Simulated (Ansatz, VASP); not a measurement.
As in VASP and in Ansatz

The input INCAR:

```
SYSTEM = As
  PREC = Accurate
  ENCUT = 520
  EDIFF = 1E-6
  ISMEAR = -1
  SIGMA = 0.1
  LREAL = .False.
  LASPH = .True.
  NELM = 60
  ALGO = Normal
  ISIF = 2
  LWAVE = .False.
  LCHARG = .False.
  GGA = CA
  NBANDS = 14
```

The input KPOINTS:

```
regular mesh
0
Gamma
  9 9 13
  0 0 0
```

The input POSCAR:

```
As
1.0
    4.5535818373      0.0000000000      0.0000000000
   -2.2767909187      3.9435175493      0.0000000000
    0.0000000000      0.0000000000      2.6500773780
As
3
Direct
    1.0000000000      1.0000000000      0.0000000000
    0.3333333333      0.6666666667      0.5000000000
    0.6666666667      0.3333333333      0.5000000000
```

Input for Ansatz:

```yaml
crystal:
  lattice:
    - [4.5535818373, 0.0, 0.0]
    - [-2.2767909187, 3.9435175493, 0.0]
    - [0.0, 0.0, 2.650077378]
  atoms:
    - { symbol: As, position: [1.0, 1.0, 0.0] }
    - { symbol: As, position: [0.3333333333, 0.6666666667, 0.5] }
    - { symbol: As, position: [0.6666666667, 0.3333333333, 0.5] }
hamiltonian:
  xc: lda
  pseudopotentials:
    kind: paw
    azcp:
      As: "pseudopotentials/As.paw.azcp"
basis:
  ecutwfc: 420
  fft_grid_basis: typed
kpoints:
  mp_grid: { grid: [9, 9, 13], shift: [0, 0, 0] }
magnetization:
  spin_polarized: false
scf:
  occupations: { method: fermi_dirac, width: 0.1 }
  lower_state_search: "off"
output:
  stress: true
```

Alike in both runs: task single point; functional LDA; k mesh 9 × 9 × 13; occupations fermi-dirac, width 0.1 eV; no spin polarisation.

```csv
,VASP,Ansatz
version,VASP 6.6.1,Ansatz 0.2.0
potentials or method,"VASP PAW LDA potentials, release 64 (As), cutoff 520 eV","plane waves (420 eV) with PAW, scalar-relativistic"
valence electrons in the cell,15,45
```

```tsv
	VASP	Ansatz	Ansatz less VASP
pressure (GPa)	17.0	16.3	-0.66
traceless stress, the component that is largest in VASP (GPa)	4.43	4.38	-0.058
```

Ansatz warns that its potentials were made for another functional, while VASP's fit it. LDA's correlation is that of Perdew and Zunger in VASP and of Perdew and Wang (1992) in Ansatz. VASP's potentials hold 15 valence electrons a cell and Ansatz's 45, so a difference there can come from the potentials and not from the codes.
